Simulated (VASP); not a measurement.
A run of VASP 6.6.1 is set up as follows.

The input INCAR:

```
SYSTEM = Ta
  PREC = Accurate
  ENCUT = 520
  EDIFF = 1E-6
  ISMEAR = 0
  SIGMA = 0.1
  LREAL = .FALSE.
  LASPH = .TRUE.
  NELM = 60
  ALGO = Normal
  ISIF = 2
  LWAVE = .FALSE.
  LCHARG = .FALSE.
  GGA = CA
  NBANDS = 18
```

Contents of KPOINTS:

```
Automatic mesh
0
G
  18 18 8
  0 0 0
```

POSCAR

```
Ta
1.0
    2.8385205513      0.0000000000      0.0000000000
   -1.4192602757      2.4582309066      0.0000000000
    0.0000000000      0.0000000000      5.0658835747
Ta
2
Direct
    0.6666666667      0.3333333333      0.7500000000
    0.3333333333      0.6666666667      0.2500000000
```

Potentials or basis: VASP PAW LDA potentials, release 64 (Ta_pv).

The run is started by

```bash
$ cat potpaw_LDA.64/Ta_pv/POTCAR > POTCAR
$ mpirun -np 1 vasp_std > vasp.out
```

**Question.** Estimate the band gap on the k mesh.

**Answer.** Zero (bands 11 and 12 overlap by 2.65 eV).

**Question.** Estimate the pressure.

**Answer.** 0.8 GPa.

Caveat: spin-orbit coupling is left out, which moves the levels of the heavy elements.
